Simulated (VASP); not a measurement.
# Mn2ZnAs2 (P-3m1) in VASP: a series of runs, part 2 of 2

VASP 6.6.1. Earlier steps stand in the parts before.

## Step 3: Single point, PBE

This run uses another cell than the first one, of 16.45 Å³/atom, 1.075 times its volume.

Contents of INCAR:

```
SYSTEM = Mn2ZnAs2
ALGO = Fast
EDIFF = 1E-7
ENCUT = 520
GGA = PE
ISIF = 2
ISMEAR = 0
LASPH = .TRUE.
LCHARG = .FALSE.
LREAL = .FALSE.
LWAVE = .FALSE.
NBANDS = 32
NELM = 60
PREC = Accurate
SIGMA = 0.1
```

Contents of KPOINTS:

```
k-points
0
G
  12 12 6
  0 0 0
```

Contents of POSCAR:

```
Mn2ZnAs2
1.0
    3.8980208208      0.0000000000      0.0000000000
   -1.9490104104      3.3757850553      0.0000000000
    0.0000000000      0.0000000000      6.2497652535
Mn Zn As
2 1 2
Direct
    0.3333333333      0.6666666667      0.3694400000
    0.6666666667      0.3333333333      0.6305600000
    0.0000000000      0.0000000000      0.0000000000
    0.3333333333      0.6666666667      0.7679300000
    0.6666666667      0.3333333333      0.2320700000
```

Potentials or basis: VASP PAW PBE potentials, release 64 (Mn_pv, Zn, As).

The run is started by

```sh
cat potpaw_PBE.64/Mn_pv/POTCAR potpaw_PBE.64/Zn/POTCAR potpaw_PBE.64/As/POTCAR > POTCAR
mpirun -np 1 vasp_std > vasp.out
```

Wall time 5.3 min (1 thread of Intel Xeon 6975P-C, shared host); peak memory 0.39 GiB.

Results (log left out):

| Quantity | Value |
| --- | --- |
| Free energy | -27.0738 eV |
| Pressure | -6.2 GPa |
| Largest force | 1.685 eV/Å |
| Band gap on the k mesh | zero (band 24 reaches 6.05 eV, above the bottom of band 25 at 5.78 eV) |

Forces in eV/Å, atoms in the order of the input:
```
Mn   0.000  0.000  0.803
Mn   0.000  0.000 -0.803
Zn   0.000  0.000  0.000
As   0.000  0.000 -1.685
As   0.000  0.000  1.685
```

Stress tensor (GPa, compression positive):
```
-4.24  0.00  0.00
 0.00 -4.24  0.00
 0.00  0.00 -9.98
```

Levels at points of the mesh, in eV from the Fermi level:
| k point | band 20 | band 21 | band 22 | band 23 | band 24 | band 25 | band 26 | band 27 | band 28 | band 29 |
| --- | --- | --- | --- | --- | --- | --- | --- | --- | --- | --- |
| (0.00, 0.00, 0.00) | -1.10 | -1.10 | -0.02 | -0.02 | 0.02 | 1.71 | 2.03 | 2.17 | 2.17 | 2.30 |
| (0.50, 0.00, 0.00) | -1.31 | -1.25 | -0.68 | -0.37 | -0.16 | 0.05 | 0.12 | 0.20 | 0.79 | 1.55 |
| (0.00, 0.00, 0.50) | -1.00 | -1.00 | -0.07 | 0.07 | 0.07 | 1.18 | 2.22 | 2.22 | 2.54 | 2.54 |
| (0.50, 0.00, 0.50) | -1.42 | -1.25 | -0.86 | -0.68 | -0.11 | -0.06 | 0.18 | 0.53 | 1.49 | 1.53 |

Caveat: forces of over 1 eV/Å act on the atoms, so gaps and moduli don't describe the material at rest.

## Step 4: Single point, PBE

This run uses another cell than the first one, of 17.60 Å³/atom, 1.150 times its volume.

Contents of INCAR:

```
PREC = Accurate ; ENCUT = 520
EDIFF = 1E-7 ; ISMEAR = 0
SIGMA = 0.1 ; LREAL = False
LASPH = True ; NELM = 100
ALGO = Fast ; ISIF = 2
LWAVE = False ; LCHARG = True
GGA = PE ; LELF = True
LVHAR = True ; NBANDS = 32
```

Contents of KPOINTS:

```
Automatic mesh
0
Gamma
  12 12 6
```

POSCAR: that of step 3 with these lines changed.

```diff
@@ -2,5 +2,5 @@
 1.0
-    3.8980208208      0.0000000000      0.0000000000
-   -1.9490104104      3.3757850553      0.0000000000
-    0.0000000000      0.0000000000      6.2497652535
+    3.9866423862      0.0000000000      0.0000000000
+   -1.9933211931      3.4525335822      0.0000000000
+    0.0000000000      0.0000000000      6.3918537659
 Mn Zn As
```

The run is started by

```sh
cat potpaw_PBE.64/Mn_pv/POTCAR potpaw_PBE.64/Zn/POTCAR potpaw_PBE.64/As/POTCAR > POTCAR
mpirun -np 1 vasp_std > vasp.out
```

Wall time 6.3 min (1 thread of Intel Xeon 6975P-C, shared host); peak memory 0.4 GiB.

The run converged. Its results:

* Free energy: -26.7499 eV
* Pressure: -11.6 GPa
* Largest force: 1.841 eV/Å
* Band gap on the k mesh: zero (band 24 reaches 5.38 eV, above the bottom of band 25 at 5.12 eV)

Forces in eV/Å, atoms in the order of the input:
```
Mn   0.000  0.000  0.839
Mn   0.000  0.000 -0.839
Zn   0.000  0.000  0.000
As   0.000  0.000 -1.841
As   0.000  0.000  1.841
```

Stress tensor (GPa, compression positive):
```
-10.08   0.00   0.00
  0.00 -10.08   0.00
  0.00   0.00 -14.60
```

Levels at points of the mesh, in eV from the Fermi level:
| k point | band 22 | band 23 | band 24 | band 25 | band 26 | band 27 |
| --- | --- | --- | --- | --- | --- | --- |
| (0.00, 0.00, 0.00) | 0.00 | 0.00 | 0.02 | 1.26 | 1.89 | 2.03 |
| (0.50, 0.00, 0.00) | -0.62 | -0.33 | -0.13 | 0.06 | 0.11 | 0.19 |
| (0.00, 0.00, 0.50) | -0.06 | 0.07 | 0.07 | 0.94 | 2.05 | 2.05 |
| (0.50, 0.00, 0.50) | -0.81 | -0.62 | -0.09 | -0.04 | 0.18 | 0.47 |

Caveat: forces of over 1 eV/Å act on the atoms, so gaps and moduli don't describe the material at rest. Spin polarisation is off, so any magnetic state and its effect on volume and gap are missing.

## Step 5: Single point, PBE

This run uses another cell than the first one, of 18.36 Å³/atom, 1.200 times its volume.

Contents of INCAR:

```
SYSTEM = Mn2ZnAs2
PREC = Accurate
ENCUT = 520
EDIFF = 1E-7
ISMEAR = 0
SIGMA = 0.1
LREAL = .FALSE.
LASPH = .TRUE.
NELM = 60
ALGO = Fast
ISIF = 2
LWAVE = .FALSE.
LCHARG = .FALSE.
GGA = PE
NBANDS = 32
```

Contents of KPOINTS:

```
Automatic mesh
0
G
  12 12 6
  0 0 0
```

POSCAR: that of step 4 with these lines changed.

```diff
@@ -2,5 +2,5 @@
 1.0
-    3.9866423862      0.0000000000      0.0000000000
-   -1.9933211931      3.4525335822      0.0000000000
-    0.0000000000      0.0000000000      6.3918537659
+    4.0436021158      0.0000000000      0.0000000000
+   -2.0218010579      3.5018621551      0.0000000000
+    0.0000000000      0.0000000000      6.4831783010
 Mn Zn As
```

The run is started by

```sh
cat potpaw_PBE.64/Mn_pv/POTCAR potpaw_PBE.64/Zn/POTCAR potpaw_PBE.64/As/POTCAR > POTCAR
mpirun -np 1 vasp_std > vasp.out
```

Wall time 6.6 min (1 thread of Intel Xeon 6975P-C, shared host); peak memory 0.41 GiB.

It converged, with:

```
Free energy            : -26.4422 eV
Pressure               : -14.1 GPa
Largest force          : 1.914 eV/Å
Band gap on the k mesh : zero (band 24 reaches 4.98 eV, above the bottom of band 25 at 4.73 eV)
```

Forces on the atoms (eV/Å):
```
Mn   0.000  0.000  0.852
Mn   0.000  0.000 -0.852
Zn   0.000  0.000  0.000
As   0.000  0.000 -1.914
As   0.000  0.000  1.914
```

Stress tensor (GPa, compression positive):
```
-12.82   0.00   0.00
  0.00 -12.82   0.00
  0.00   0.00 -16.66
```

Levels at points of the mesh, in eV from the Fermi level:
| k point | band 22 | band 23 | band 24 | band 25 | band 26 | band 27 |
| --- | --- | --- | --- | --- | --- | --- |
| (0.00, 0.00, 0.00) | 0.01 | 0.01 | 0.02 | 1.00 | 1.81 | 1.95 |
| (0.50, 0.00, 0.00) | -0.59 | -0.30 | -0.10 | 0.06 | 0.10 | 0.19 |
| (0.00, 0.00, 0.50) | -0.05 | 0.07 | 0.07 | 0.80 | 1.95 | 1.95 |
| (0.50, 0.00, 0.50) | -0.79 | -0.59 | -0.09 | -0.03 | 0.18 | 0.44 |

Caveat: forces of over 1 eV/Å act on the atoms, so gaps and moduli don't describe the material at rest. Spin polarisation is off, so any magnetic state and its effect on volume and gap are missing.

## Step 6: Single point, PBE

This run uses another cell than the first one, of 19.13 Å³/atom, 1.250 times its volume.

Contents of INCAR:

```
PREC = Accurate
ENCUT = 520
EDIFF = 1E-6
ISMEAR = 0
SIGMA = 0.1
LREAL = False
LASPH = True
NELM = 100
ALGO = Fast
ISIF = 2
LWAVE = False
LCHARG = False
GGA = PE
NBANDS = 32
```

Contents of KPOINTS:

```
regular mesh
0
Gamma
  12 12 6
```

POSCAR: that of step 5 with these lines changed.

```diff
@@ -2,5 +2,5 @@
 1.0
-    4.0436021158      0.0000000000      0.0000000000
-   -2.0218010579      3.5018621551      0.0000000000
-    0.0000000000      0.0000000000      6.4831783010
+    4.0990008097      0.0000000000      0.0000000000
+   -2.0495004048      3.5498388313      0.0000000000
+    0.0000000000      0.0000000000      6.5720000000
 Mn Zn As
```

Potentials or basis: VASP PAW PBE potentials, release 64 (Mn_pv, Zn, As).

The run is started by

```sh
cat potpaw_PBE.64/Mn_pv/POTCAR potpaw_PBE.64/Zn/POTCAR potpaw_PBE.64/As/POTCAR > POTCAR
mpirun -np 1 vasp_std > vasp.out
```

It took 6.3 min on 1 thread of Intel Xeon 6975P-C, shared host; peak memory 0.42 GiB.

The run converged. Its results:

```
Free energy            : -26.0828 eV
Pressure               : -15.9 GPa
Largest force          : 1.968 eV/Å
Band gap on the k mesh : zero (band 24 reaches 4.60 eV, above the bottom of band 25 at 4.37 eV)
```

Forces on the atoms (eV/Å):
```
Mn   0.000  0.000  0.859
Mn   0.000  0.000 -0.859
Zn   0.000  0.000  0.000
As   0.000  0.000 -1.968
As   0.000  0.000  1.968
```

Stress tensor (GPa, compression positive):
```
-14.85   0.00   0.00
  0.00 -14.85   0.00
  0.00   0.00 -18.09
```

Levels at points of the mesh, in eV from the Fermi level:
```
           k point  band 22  band 23  band 24  band 25  band 26  band 27
(0.00, 0.00, 0.00)     0.02     0.02     0.02     0.76     1.74     1.87
(0.50, 0.00, 0.00)    -0.55    -0.28    -0.09     0.06     0.10     0.18
(0.00, 0.00, 0.50)    -0.04     0.07     0.07     0.68     1.86     1.86
(0.50, 0.00, 0.50)    -0.76    -0.55    -0.08    -0.03     0.18     0.41
```

Caveat: forces of over 1 eV/Å act on the atoms, so gaps and moduli don't describe the material at rest. Spin polarisation is off, so any magnetic state and its effect on volume and gap are missing.

## Step 7: The runs side by side

| cell | further INCAR settings | gap on the mesh (eV) | pressure (GPa) | largest force (eV/Å) |
| --- | --- | --- | --- | --- |
| a = 3.805, b = 3.805, c = 6.101 Å, angles 90.0, 90.0, 120.0°, 5 atoms | ALGO = Fast; EDIFF = 1e-06; NBANDS = 32 | none | 2.2 | 1.45 |
| a = 3.898, b = 3.898, c = 6.250 Å, angles 90.0, 90.0, 120.0°, 5 atoms | ALGO = Fast; EDIFF = 1e-07; NBANDS = 32 | none | -6.2 | 1.68 |
| a = 3.987, b = 3.987, c = 6.392 Å, angles 90.0, 90.0, 120.0°, 5 atoms | ALGO = Fast; EDIFF = 1e-07; NBANDS = 32 | none | -11.6 | 1.84 |
| a = 4.044, b = 4.044, c = 6.483 Å, angles 90.0, 90.0, 120.0°, 5 atoms | ALGO = Fast; EDIFF = 1e-07; NBANDS = 32 | none | -14.1 | 1.91 |
| a = 4.099, b = 4.099, c = 6.572 Å, angles 90.0, 90.0, 120.0°, 5 atoms | ALGO = Fast; EDIFF = 1e-06; NBANDS = 32 | none | -15.9 | 1.97 |

Alike in all rows: task single point; level PBE; potentials or basis VASP PAW PBE potentials, release 64 (Mn_pv, Zn, As); no spin polarisation; k mesh 12 × 12 × 6; cutoff (eV) 520; smearing gaussian 0.1 eV.

Caveats: forces of over 1 eV/Å act on the atoms, so gaps and moduli don't describe the material at rest.

Absolute energies hang on the potentials; compare differences alone.
